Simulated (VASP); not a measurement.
A run of VASP 6.6.1 is set up as follows.

The input INCAR:

```
SYSTEM = TiSi16
  PREC = Accurate
  ENCUT = 520
  EDIFF = 1E-6
  ISMEAR = 0
  SIGMA = 0.05
  LREAL = Auto
  LASPH = .True.
  NELM = 80
  ALGO = Normal
  ISIF = 2
  LWAVE = .False.
  LCHARG = .False.
  GGA = PE
  IVDW = 12
  NBANDS = 52
```

KPOINTS

```
regular mesh
0
Gamma
  2 2 2
  0 0 0
```

Contents of POSCAR:

```
TiSi16
1.0
    0.0000000000      5.4300000000      5.4300000000
    5.4300000000      0.0000000000      5.4300000000
    5.4300000000      5.4300000000      0.0000000000
Si Ti
16 1
Direct
    0.0000195212      0.0007944751     -0.0002453039
    0.1236062615      0.1241114180      0.1234346225
    0.0035390424      0.0036255985      0.4965830571
    0.1235881215      0.1241291897      0.6291800184
    0.0033621547      0.4973109576      0.0032334254
    0.1235360037      0.6301953039      0.1233102210
    0.0034120626      0.4973179558      0.4964326888
    0.1375171271      0.6213025783      0.6207576427
    0.4967546961      0.0036355433      0.0034200737
    0.6294430939      0.1241337017      0.1233681400
    0.4967136280      0.0037368324      0.4964786372
    0.6210082873      0.1374239411      0.6209047882
    0.4966756906      0.4973246777      0.0032217311
    0.6209077348      0.6213491713      0.1374062615
    0.5002476980      0.5000259669      0.5001495396
    0.6209378453      0.6214776243      0.6206991713
    0.7501466851      0.7502730203      0.7500096685
```

Potentials or basis: VASP PAW PBE potentials, release 64 (Si, Ti_sv).

Launch:

```sh
$ cat potpaw_PBE.64/Si/POTCAR potpaw_PBE.64/Ti_sv/POTCAR > POTCAR
$ mpirun -np 1 vasp_std > vasp.out
```

What does it give for the band gap on the k mesh?

Zero (bands 38 and 39 overlap by 0.43 eV).

What does it give for the pressure?

0.9 GPa.

Estimate the dispersion energy per atom.

-0.343 eV.

Predict the largest force.

0.007 eV/Å.

Forces on the atoms (eV/Å):
```
Si  -0.002  0.001 -0.003
Si  -0.002 -0.002 -0.002
Si  -0.001  0.000 -0.002
Si   0.002  0.002 -0.002
Si  -0.001 -0.003 -0.001
Si   0.001 -0.001  0.001
Si   0.003  0.000  0.000
Si  -0.003  0.003  0.005
Si  -0.003  0.000  0.000
Si  -0.002  0.002  0.002
Si   0.000  0.003  0.000
Si   0.004 -0.004  0.004
Si   0.001  0.001  0.003
Si   0.005  0.004 -0.004
Si  -0.001 -0.002 -0.001
Si  -0.004 -0.004 -0.004
Ti   0.002 -0.001  0.004
```

Caveat: the k points lie up to 0.50 Å⁻¹ apart.
